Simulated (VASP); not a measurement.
Runs of VASP 6.6.1 on Cu. The structure is that of space group Im-3m (No. 229), or close to it. The cells are those of the table. 

```csv
cell,gap on the mesh (eV),pressure (GPa)
"a = 2.484 Å, angles 109.0, 109.0, 110.4°, 1 atom",none,-3.5
"a = 2.387 Å, angles 108.2, 108.2, 112.0°, 1 atom",none,(b)
"a = 2.436 Å, angles 108.6, 108.6, 111.2°, 1 atom",none,6.2
"a = 2.422 Å, angles 109.4, 109.4, 109.6°, 1 atom",none,9.3
"a = 2.413 Å, angles 107.8, 107.8, 112.8°, 1 atom",none,(a)
```

Alike in all rows: task single point; level r2SCAN; potentials or basis VASP PAW PBE potentials, release 64 (Cu); no spin polarisation; k mesh 24 × 24 × 24; cutoff (eV) 520; smearing gaussian 0.15 eV.

Q: Fill in the values left out.

A: (a) 12.6; (b) 19.7.

Caveats: the PAW data sets were made with another functional, which shifts forces and pressure a little; the cell stands under pressure (at least some runs); the cell stands under tension (at least some runs).

A gap of «none» marks levels without a gap at the run's occupations.
